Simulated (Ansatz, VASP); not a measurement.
# InSb in VASP and in Ansatz

```xyz
4
Lattice="5.3570 0.0000 0.0000 0.0000 5.7120 0.0000 0.0000 0.0000 3.0324" Properties=species:S:1:pos:R:3 pbc="T T T"
In    0.0000    0.0000    0.0000
In    2.6785    2.8560    0.0000
Sb    2.6785    0.0000    2.5320
Sb    0.0000    2.8560    0.5003
```

Change from the starting cell: zz strain of -1 %.

Alike in both runs: task single point; functional PBE; k mesh 6 × 6 × 11; occupations fermi-dirac, width 0.08 eV; no spin polarisation.

```csv
,VASP,Ansatz
version,VASP 6.6.1,Ansatz 0.2.0
potentials or method,"VASP PAW PBE potentials, release 64 (In_d, Sb), cutoff 520 eV","all-electron LAPW, scalar-relativistic"
```

Ansatz gave:

| Item | Value |
| --- | --- |
| pressure (GPa) | 18.9 |
| traceless stress, the component that is largest in VASP (GPa) | 11.83 |
| rms of the force components (eV/Å) | 0.319 |

Q: What did VASP give for the same quantities?

A: Pressure (GPa): 18.9; traceless stress, the component that is largest in VASP (GPa): 11.81; rms of the force components (eV/Å): 0.319.

Atom by atom the forces differ by 0.000 eV/Å (rms over components). Ansatz ran all-electron here, and VASP with PAW potentials.

Spin-orbit coupling is off throughout.
